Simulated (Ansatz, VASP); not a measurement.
# ZnO in VASP and in Ansatz

Contents of INCAR:

```
  PREC = Accurate
  ENCUT = 520
  EDIFF = 1E-7
  ISMEAR = -1
  SIGMA = 0.1
  LREAL = F
  LASPH = T
  NELM = 100
  ALGO = Normal
  ISIF = 2
  LWAVE = F
  LCHARG = T
  GGA = PE
  LELF = T
  LVHAR = T
  NBANDS = 26
```

Contents of KPOINTS:

```
Automatic mesh
0
Gamma
  9 9 5
```

File POSCAR:

```
ZnO
1.0
    1.6505650000      2.8588480000      0.0000000000
   -1.6505540000      2.8588480000      0.0000000000
    0.0000000000      0.0000000000      5.2887130000
Zn O
2 2
Direct
    0.3333300000      0.3333400000      0.5000000000
    0.6666700000      0.6666600000      0.0000000000
    0.6666700000      0.6666600000      0.3790100000
    0.3333300000      0.3333400000      0.8790100000
```

Input for Ansatz:

```yaml
crystal:
  lattice:
    - [1.650565, 2.858848, 0.0]
    - [-1.650554, 2.858848, 0.0]
    - [0.0, 0.0, 5.288713]
  atoms:
    - { symbol: Zn, position: [0.33333, 0.33334, 0.5] }
    - { symbol: Zn, position: [0.66667, 0.66666, 0.0] }
    - { symbol: O, position: [0.66667, 0.66666, 0.37901] }
    - { symbol: O, position: [0.33333, 0.33334, 0.87901] }
  symmetry: { tolerance: 0.0003 }
kpoints:
  mp_grid: { grid: [9, 9, 5], shift: [0, 0, 0] }
  band_path:
    path:
      - [0.0, 0.0, 0.0]
      - [0.5, 0.0, 0.0]
      - [0.66666667, 0.33333333, 0.0]
      - [0.0, 0.0, 0.0]
      - [0.0, 0.0, 0.5]
      - [0.5, 0.0, 0.5]
      - [0.66666667, 0.33333333, 0.5]
      - [0.0, 0.0, 0.5]
      - [0.5, 0.0, 0.5]
      - [0.5, 0.0, 0.0]
      - [0.66666667, 0.33333333, 0.5]
    npoints: 6
magnetization:
  spin_polarized: false
scf:
  occupations: { method: fermi_dirac }
  lower_state_search: "off"
  max_iter: 200
hamiltonian:
  pseudopotentials: { kind: paw }
  xc: pbe
basis:
  ecutwfc: 420
  fft_grid_basis: typed
output:
  forces: true
  stress: true
  eigenvalues: true
  bader: true
  populations: true
  elf: true
  write_potential: true
  volumetric_format: npy
  dos:
    e_range: [-12, 8]
    de: 0.05
    projected: { site_lists: { O: [O], Zn: [Zn] } }
checkpoint:
  read: saved_state
```

Alike in both runs: task single point; functional PBE; k mesh 9 × 9 × 5; no spin polarisation.

|  | VASP | Ansatz |
| --- | --- | --- |
| version | VASP 6.6.1 | Ansatz 0.2.0 |
| potentials or method | VASP PAW PBE potentials, release 64 (Zn, O), cutoff 520 eV | PAW plane waves |
| occupations | fermi-dirac, width 0.1 eV | fermi-dirac |
| valence electrons in the cell | 36 | 36 |

Ansatz gave:

```
pressure (GPa)                                                : -1.5
traceless stress, the component that is largest in VASP (GPa) : 0.98
rms of the force components (eV/Å)                            : 0.031
```

Q: What did VASP give for the same quantities?

A: Pressure (GPa): -0.7; traceless stress, the component that is largest in VASP (GPa): 1.02; rms of the force components (eV/Å): 0.033.

Atom by atom the forces differ by 0.002 eV/Å (rms over components). Ansatz's warnings: structure snapped to symmetry.
